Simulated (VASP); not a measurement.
# PbS (F-43m) in VASP: settings compared, part 2 of 2

VASP 6.6.1. Earlier steps stand in the parts before.

## Step 4: Single point, PBE (volume scaled by 1.070)

INCAR

```
SYSTEM = PbS
ALGO = Normal
EDIFF = 1E-7
ENCUT = 520
GGA = PE
ISIF = 2
ISMEAR = 0
LASPH = .TRUE.
LCHARG = .FALSE.
LREAL = .FALSE.
LWAVE = .FALSE.
NBANDS = 17
NELM = 60
PREC = Accurate
SIGMA = 0.05
```

KPOINTS

```
k-points
0
G
  10 10 10
  0 0 0
```

POSCAR

```
PbS
1.0
    0.0000000000      3.3996449837      3.3996449837
    3.3996449837      0.0000000000      3.3996449837
    3.3996449837      3.3996449837      0.0000000000
Pb S
1 1
Direct
    0.0000000000      0.0000000000      0.0000000000
    0.2500000000      0.2500000000      0.2500000000
```

Potentials or basis: VASP PAW PBE potentials, release 64 (Pb_d, S).

The run is started by

```sh
$ cat potpaw_PBE.64/Pb_d/POTCAR potpaw_PBE.64/S/POTCAR > POTCAR
$ mpirun -np 1 vasp_std > vasp.out
```

OUTCAR:

```text
SYSTEM = PbS
   EDIFF = 1E-7
   ENCUT = 520
   GGA = PE
   ISIF = 2
   ISMEAR = 0
   LASPH = .TRUE.
   LREAL = .FALSE.
   NELM = 60
   PREC = Accurate

 ion  position               nearest neighbor table
   1  0.000  0.000  0.000-   2 2.94   2 2.94   2 2.94   2 2.94
   2  0.250  0.250  0.250-   1 2.94   1 2.94   1 2.94   1 2.94

  LATTYP: Found a face centered cubic cell.
 ALAT       =     6.7992899674

  Lattice vectors:

 A1 = (   0.0000000000,   3.3996449837,   3.3996449837)
 A2 = (   3.3996449837,   0.0000000000,   3.3996449837)
 A3 = (   3.3996449837,   3.3996449837,   0.0000000000)

Analysis of symmetry for initial positions (statically):
=====================================================================
 Subroutine PRICEL returns:
 Original cell was already a primitive cell.

 Routine SETGRP: Setting up the symmetry group for a
 face centered cubic supercell.

 Subroutine GETGRP returns: Found 24 space group operations
 (whereof 24 operations were pure point group operations)
 out of a pool of 48 trial point group operations.

The static configuration has the point symmetry T_d .

Analysis of symmetry for dynamics (positions and initial velocities):
=====================================================================
 Subroutine PRICEL returns:
 Original cell was already a primitive cell.

 Routine SETGRP: Setting up the symmetry group for a
 face centered cubic supercell.

 Subroutine GETGRP returns: Found 24 space group operations
 (whereof 24 operations were pure point group operations)
 out of a pool of 48 trial point group operations.

The dynamic configuration has the point symmetry T_d .

 Subroutine INISYM returns: Found 24 space group operations
 (whereof 24 operations are pure point group operations),
 and found     1 'primitive' translations

----------------------------------------------------------------------------------------

                                     Primitive cell

  volume of cell :      78.5834

  direct lattice vectors                    reciprocal lattice vectors
     0.000000000  3.399644984  3.399644984    -0.147074181  0.147074181  0.147074181
     3.399644984  0.000000000  3.399644984     0.147074181 -0.147074181  0.147074181
     3.399644984  3.399644984  0.000000000     0.147074181  0.147074181 -0.147074181

  length of vectors
     4.807824043  4.807824043  4.807824043     0.254739953  0.254739953  0.254739953

  position of ions in fractional coordinates (direct lattice)
     0.000000000  0.000000000  0.000000000
     0.250000000  0.250000000  0.250000000

  ion indices of the primitive-cell ions
   primitive index   ion index
                 1           1
                 2           2

----------------------------------------------------------------------------------------

 KPOINTS: k-points

Automatic generation of k-mesh.
 Grid dimensions read from file:
 generate k-points for:   10   10   10

 Generating k-lattice:

  Cartesian coordinates                     Fractional coordinates (reciprocal lattice)
    -0.014707418  0.014707418  0.014707418     0.100000000  0.000000000  0.000000000
     0.014707418 -0.014707418  0.014707418     0.000000000  0.100000000  0.000000000
     0.014707418  0.014707418 -0.014707418     0.000000000  0.000000000  0.100000000

  Length of vectors
     0.025473995  0.025473995  0.025473995

  Shift w.r.t. Gamma in fractional coordinates (k-lattice)
     0.000000000  0.000000000  0.000000000

 Subroutine IBZKPT returns following result:
 ===========================================

 Found     47 irreducible k-points:

 Following reciprocal coordinates:
            Coordinates               Weight
  0.000000  0.000000  0.000000      1.000000
  0.100000  0.000000  0.000000      8.000000
  0.200000  0.000000  0.000000      8.000000
  0.300000  0.000000  0.000000      8.000000
  0.400000  0.000000  0.000000      8.000000
  0.500000  0.000000  0.000000      4.000000
[... 16 lines left out ...]
  0.300000  0.300000  0.000000      6.000000
  0.400000  0.300000  0.000000     24.000000
 [... further k-points ...]
   k-points           NKPTS =     47   k-points in BZ     NKDIM =     47   number of bands    NBANDS=     17
   number of dos      NEDOS =    301   number of ions     NIONS =      2
   total plane-waves  NPLWV =  46656
   dimension x,y,z NGX =    36 NGY =   36 NGZ =   36
   dimension x,y,z NGXF=    72 NGYF=   72 NGZF=   72
   ions per type =               1   1
   NGX,Y,Z   is equivalent  to a cutoff of  12.45, 12.45, 12.45 a.u.
   NGXF,Y,Z  is equivalent  to a cutoff of  24.90, 24.90, 24.90 a.u.
 SYSTEM =  PbS
   PREC   = accura    normal or accurate (medium, high low for compatibility)
   ISTART =      0    job   : 0-new  1-cont  2-samecut
   ICHARG =      2    charge: 1-file 2-atom 10-const
   ISPIN  =      1    spin polarized calculation?
   LNONCOLLINEAR =      F non collinear calculations
   LSORBIT =      F    spin-orbit coupling
   LASPH  =      T    aspherical Exc in radial PAW
   ENCUT  =  520.0 eV  38.22 Ry    6.18 a.u.   8.94  8.94  8.94*2*pi/ulx,y,z
   NELM   =     60;   NELMIN=  2; NELMDL= -5     # of ELM steps
   EDIFF  = 0.1E-06   stopping-criterion for ELM
   LREAL  =      F    real-space projection
   EDIFFG = 0.1E-05   stopping-criterion for IOM
   NSW    =      0    number of steps for IOM
   IBRION =     -1    ionic relax: 0-MD 1-quasi-New 2-CG
   NFREE  =      0    steps in history (QN), initial steepest desc. (CG)
   ISIF   =      2    stress and relaxation
   ISYM   =      2    0-nonsym 1-usesym 2-fastsym
   POTIM  = 0.5000    time-step for ionic-motion
   TEBEG  =    0.0;   TEEND  =   0.0 temperature during run
   PSTRESS=    0.0 pullay stress
   NELECT =      20.0000    total number of electrons
   NUPDOWN=      -1.0000    fix difference up-down
   EMIN   =  10.00;   EMAX   =-10.00  energy-range for DOS
   EFERMI =   0.00;   METHOD = LEGACY
   ISMEAR =     0;   SIGMA  =   0.05  broadening in eV -4-tet -1-fermi 0-gaus
   EFERMI_NEDOS =   21; number of points for ismear=-14 and -15
   IALGO  =     38    algorithm
   IMIX   =      4    mixing-type and parameters
     AMIX     =   0.40;   BMIX     =  1.00
     AMIX_MAG =   1.60;   BMIX_MAG =  1.00
  volume/ion in A,a.u.               =      39.29       265.15
  Fermi-wavevector in a.u.,A,eV,Ry     =   1.037468  1.960530 14.644485  1.076339
  Thomas-Fermi vector in A             =   2.171907
   LORBIT       =      0    0 simple, 1 ext, 2 COOP (PROOUT), +10 PAW based schemes
   GGA     = PE    functional components
   LHFCALC =     F    Hartree Fock is set to
   AEXX    =    0.0000 exact exchange contribution
   IVDW    =     0    specifies the selected vdW correction
   LEPSILON=     F    determine dielectric tensor
   LRPA    =     F    only Hartree local field effects (RPA)
 non-spin polarized calculation
 Gauss-broadening in eV      SIGMA  =   0.05
  energy-cutoff  :      520.00
  volume of cell :       78.58
 maximum number of plane-waves:      2154
   NGX = 17   NGY = 17   NGZ = 17

 number of electron      20.0000006 magnetization

 Free energy of the ion-electron system (eV)
  ---------------------------------------------------
  ext. energy  EPLUGINS =         0.00000000
  ---------------------------------------------------
  free energy    TOTEN  =        -8.37363663 eV

  energy without entropy =       -8.37363663  energy(sigma->0) =       -8.37363663

 E-fermi :   2.3128     XC(G=0):  -7.5585

 val. band max:        2.0409700383   @ k =  -0.3000   0.5000   0.2000
 cond. band min:       3.0605719889   @ k =   0.5000   0.5000   0.0000
 fundamental gap:      1.0196019506
 Fermi energy:         2.3128147712

 k-point     1 :       0.0000    0.0000    0.0000
  band No.  band energies     occupation
      1     -14.5302      2.00000
      2     -14.5302      2.00000
      3     -14.5302      2.00000
      4     -14.5090      2.00000
      5     -14.5090      2.00000
      6      -9.9914      2.00000
[... 9 lines left out ...]
     16      10.7018      0.00000
     17      11.6573      0.00000

 k-point     2 :       0.1000    0.0000    0.0000
  band No.  band energies     occupation
      1     -14.5319      2.00000
      2     -14.5293      2.00000
      3     -14.5293      2.00000
      4     -14.5090      2.00000
      5     -14.5090      2.00000
      6      -9.9444      2.00000
[... 9 lines left out ...]
     16      10.3183      0.00000
     17      11.3225      0.00000
[... 421 lines left out ...]
 k-point    24 :       0.4000    0.3000    0.0000
  band No.  band energies     occupation
      1     -14.5560      2.00000
      2     -14.5169      2.00000
      3     -14.5163      2.00000
      4     -14.5129      2.00000
      5     -14.5041      2.00000
      6      -9.3696      2.00000
[... 9 lines left out ...]
     16      11.5734      0.00000
     17      12.8066      0.00000

 [... further k-points ...]
[... 5 lines left out ...]
  --------------------------------------------------------------------------------------
  -------------------------------------------------------------------------------------
  Total       -1.0364109     -1.0364109     -1.0364109      0.0000000     -0.0000000      0.0000000
  in kB      -21.1306004    -21.1306004    -21.1306004      0.0000000     -0.0000000      0.0000000
  external PRESSURE =     -21.1306004 kB  Pullay stress =       0.0000000 kB

 VOLUME and BASIS-vectors are now :
 -----------------------------------------------------------------------------
  energy-cutoff  :      520.00
  volume of cell :       78.58
      direct lattice vectors                 reciprocal lattice vectors
     0.000000000  3.399644984  3.399644984    -0.147074181  0.147074181  0.147074181
     3.399644984  0.000000000  3.399644984     0.147074181 -0.147074181  0.147074181
     3.399644984  3.399644984  0.000000000     0.147074181  0.147074181 -0.147074181

 POSITION                                       TOTAL-FORCE (eV/Angst)
 -----------------------------------------------------------------------------------
      0.00000      0.00000      0.00000        -0.000000     -0.000000     -0.000000
      1.69982      1.69982      1.69982         0.000000      0.000000      0.000000
 -----------------------------------------------------------------------------------
    total drift:                                0.000000      0.000000      0.000000

  FREE ENERGIE OF THE ION-ELECTRON SYSTEM (eV)
  ---------------------------------------------------
  free  energy   TOTEN  =        -8.3736366259 eV

  energy  without entropy=       -8.3736366259  energy(sigma->0) =       -8.37363663
```

OSZICAR:

```text
N       E                     dE             d eps       ncg     rms          rms(c)
DAV:   1     0.165142424059E+03    0.16514E+03   -0.91230E+03  1598   0.110E+03
DAV:   2     0.536103709029E+01   -0.15978E+03   -0.15458E+03  1737   0.292E+02
DAV:   3    -0.875196089473E+01   -0.14113E+02   -0.14014E+02  2026   0.939E+01
DAV:   4    -0.915180422895E+01   -0.39984E+00   -0.39945E+00  1987   0.198E+01
DAV:   5    -0.916808154515E+01   -0.16277E-01   -0.16276E-01  2275   0.366E+00    0.443E+00
DAV:   6    -0.836383955827E+01    0.80424E+00   -0.25528E+00  2417   0.893E+00    0.330E+00
DAV:   7    -0.836735227605E+01   -0.35127E-02   -0.17466E-01  1691   0.199E+00    0.181E+00
DAV:   8    -0.837199798680E+01   -0.46457E-02   -0.20879E-02  1737   0.152E+00    0.252E-01
DAV:   9    -0.837253272396E+01   -0.53474E-03   -0.68835E-03  2169   0.567E-01    0.168E-01
DAV:  10    -0.837347345208E+01   -0.94073E-03   -0.11265E-03  1646   0.180E-01    0.454E-02
DAV:  11    -0.837361263767E+01   -0.13919E-03   -0.19090E-04  2020   0.113E-01    0.157E-02
DAV:  12    -0.837363364679E+01   -0.21009E-04   -0.34614E-05  1715   0.629E-02    0.527E-03
DAV:  13    -0.837363601865E+01   -0.23719E-05   -0.38165E-06  1924   0.165E-02    0.225E-03
DAV:  14    -0.837363653358E+01   -0.51492E-06   -0.14626E-06  1684   0.606E-03    0.123E-03
DAV:  15    -0.837363662585E+01   -0.92275E-07   -0.74754E-08  1834   0.196E-03
   1 F= -.83736366E+01 E0= -.83736366E+01  d E =-.491936E-16
```

Wall time 28 s (1 thread of Intel Xeon 6975P-C (Granite Rapids), shared host); peak memory 0.23 GiB.

What came out:

- Free energy: -8.3736 eV
- Pressure: -2.1 GPa
- Band gap on the k mesh: 1.02 eV, indirect (least direct gap 1.37 eV)

Caveat: the cell differs from its parent crystal (volume scaled by 1.070); spin-orbit coupling is left out, which moves the levels of the heavy elements. A k mesh can miss the band edges.

## Step 5: Single point, PBE (volume scaled by 1.100)

INCAR

```
PREC     = Accurate       # precision mode
ENCUT    = 520            # plane-wave cutoff, eV
EDIFF    = 1E-7           # SCF threshold, eV
ISMEAR   = 0              # smearing method
SIGMA    = 0.05           # smearing width, eV
LREAL    = F              # projectors in reciprocal space
LASPH    = T              # aspherical terms in the spheres
NELM     = 60             # most SCF steps
ALGO     = Normal         # electronic algorithm
ISIF     = 2              # what is computed and relaxed
LWAVE    = F              # write WAVECAR
LCHARG   = F              # write CHGCAR
GGA      = PE             # functional
NBANDS   = 17             # bands
```

KPOINTS

```
Automatic mesh
0
Gamma
  10 10 10
```

POSCAR

```
PbS
1.0
    0.0000000000      3.4311249691      3.4311249691
    3.4311249691      0.0000000000      3.4311249691
    3.4311249691      3.4311249691      0.0000000000
Pb S
1 1
Direct
    0.0000000000      0.0000000000      0.0000000000
    0.2500000000      0.2500000000      0.2500000000
```

The run is started by

```sh
$ cat potpaw_PBE.64/Pb_d/POTCAR potpaw_PBE.64/S/POTCAR > POTCAR
$ mpirun -np 1 vasp_std > vasp.out
```

It took 27 s on 1 thread of Intel Xeon 6975P-C (Granite Rapids), shared host; peak memory 0.23 GiB.

Results (log left out):

- Free energy: -8.3404 eV
- Pressure: -2.8 GPa
- Band gap on the k mesh: 1.06 eV, indirect (least direct gap 1.39 eV)

Levels at points of the mesh, in eV from the valence-band top:
```tsv
k point	band 7	band 8	band 9	band 10	band 11	band 12	band 13	band 14
(0.00, 0.00, 0.00)	-6.17	-1.33	-1.33	-1.33	2.56	2.56	2.56	5.25
(0.50, 0.00, 0.00)	-7.43	-1.76	-1.76	-1.62	3.20	3.20	3.41	7.08
(0.50, 0.50, 0.00)	-7.75	-2.35	-2.35	-0.33	1.06	4.71	4.71	6.10
```

Caveat: the cell differs from its parent crystal (volume scaled by 1.100); spin-orbit coupling is left out, which moves the levels of the heavy elements. A k mesh can miss the band edges.

## Step 6: Single point, r2SCAN

This run uses another cell than the first one, of 36.72 Å³/atom, 0.980 times its volume.

POSCAR

```
PbS
1.0
    0.0000000000      3.3238313106      3.3238313106
    3.3238313106      0.0000000000      3.3238313106
    3.3238313106      3.3238313106      0.0000000000
Pb S
1 1
Direct
    0.0000000000      0.0000000000      0.0000000000
    0.2500000000      0.2500000000      0.2500000000
```

INCAR.step1

```
SYSTEM = PbS
PREC = Accurate ; ENCUT = 520
ISMEAR = 0 ; SIGMA = 0.05
LREAL = .FALSE. ; LASPH = .TRUE.
NELM = 80 ; NBANDS = 17
GGA = PE ; ALGO = Normal
EDIFF = 1E-4 ; LWAVE = .TRUE.
LCHARG = .FALSE.
```

INCAR.step2

```
SYSTEM = PbS
PREC = Accurate ; ENCUT = 520
EDIFF = 1E-6 ; ISMEAR = 0
SIGMA = 0.05 ; LREAL = .FALSE.
LASPH = .TRUE. ; NELM = 80
ALGO = Normal ; ISIF = 2
LWAVE = .FALSE. ; LCHARG = .FALSE.
METAGGA = R2SCAN ; LMIXTAU = .TRUE.
NBANDS = 17 ; ISTART = 1
```

KPOINTS

```
Automatic mesh
0
G
  10 10 10
  0 0 0
```

Potentials or basis: VASP PAW PBE potentials, release 64 (Pb_d, S).

The run is started by

```sh
$ cat potpaw_PBE.64/Pb_d/POTCAR potpaw_PBE.64/S/POTCAR > POTCAR
$ cp INCAR.step1 INCAR
$ mpirun -np 1 vasp_std > vasp.out
$ cp INCAR.step2 INCAR
$ mpirun -np 1 vasp_std > vasp.out
```

It took 86 s on 1 thread of Intel Xeon 6975P-C (Granite Rapids), shared host; peak memory 0.24 GiB.

The run converged. Its results:

| Item | Value |
| --- | --- |
| Free energy | -65.1090 eV |
| Pressure | -0.8 GPa |
| Band gap on the k mesh | 1.05 eV, indirect (least direct gap 1.47 eV) |

Levels at points of the mesh, in eV from the valence-band top:
| k point | band 8 | band 9 | band 10 | band 11 | band 12 | band 13 |
| --- | --- | --- | --- | --- | --- | --- |
| (0.00, 0.00, 0.00) | -1.73 | -1.73 | -1.73 | 2.79 | 2.79 | 2.79 |
| (0.50, 0.00, 0.00) | -2.23 | -2.23 | -1.86 | 3.51 | 3.51 | 3.84 |
| (0.50, 0.50, 0.00) | -2.92 | -2.92 | -0.43 | 1.05 | 5.43 | 5.43 |

Caveat: the PAW data sets were made with another functional, which shifts forces and pressure a little; spin-orbit coupling is left out, which moves the levels of the heavy elements.

## Step 7: Summary

```csv
level,cell,gap on the mesh (eV),pressure (GPa)
PBE,"a = 4.732 Å, angles 60.0°, 2 atoms",0.93,-0.7
PBE,"a = 4.762 Å, angles 60.0°, 2 atoms",0.97,-1.3
PBE,"a = 4.808 Å, angles 60.0°, 2 atoms",1.02,-2.1
PBE,"a = 4.852 Å, angles 60.0°, 2 atoms",1.06,-2.8
r2SCAN,"a = 4.701 Å, angles 60.0°, 2 atoms",1.05,-0.8
```

Alike in all rows: task single point; potentials or basis VASP PAW PBE potentials, release 64 (Pb_d, S); no spin polarisation; k mesh 10 × 10 × 10; cutoff (eV) 520; smearing gaussian 0.05 eV.

Caveats: spin-orbit coupling is left out, which moves the levels of the heavy elements; the PAW data sets were made with another functional, which shifts forces and pressure a little (some runs).

Absolute energies hang on the potentials; compare differences alone.
